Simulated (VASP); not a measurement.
A run of VASP 6.6.1:

The input INCAR:

```
ALGO = Normal
DIPOL = 0.5 0.5 0.500
EDIFF = 1E-6
EDIFFG = -0.01
ENCUT = 520
GGA = PE
IBRION = 2
IDIPOL = 3
ISIF = 2
ISMEAR = 0
IVDW = 12
LASPH = True
LCHARG = False
LDIPOL = True
LREAL = False
LWAVE = False
NELM = 60
NSW = 60
PREC = Accurate
SIGMA = 0.1
```

Contents of KPOINTS:

```
k-points
0
Gamma
  21 21 1
```

File POSCAR:

```
C
1.0
    2.6382951192     -0.0000083040      0.0000000000
    1.3191553225      2.2848261140      0.0000000000
    0.0000000000      0.0000000000     26.0015393195
C
2
Direct
    0.1656234898      0.1656234898      0.5000002658
    0.4989568488      0.4989568488      0.4999997342
```

Potentials or basis: VASP PAW PBE potentials, release 64 (C).

Command:

```sh
$ cat potpaw_PBE.64/C/POTCAR > POTCAR
$ mpirun -np 1 vasp_std > vasp.out
```

Hardware: 1 thread of Intel Xeon 8259CL, on a shared host.

Problem. Estimate the wall time of this run.

Solution. Run time: 120 s on 1 thread of Intel Xeon 8259CL, with other jobs on the host, peak memory 0.28 GiB. Counts: scf iterations 19, k points 48, ion steps 1.
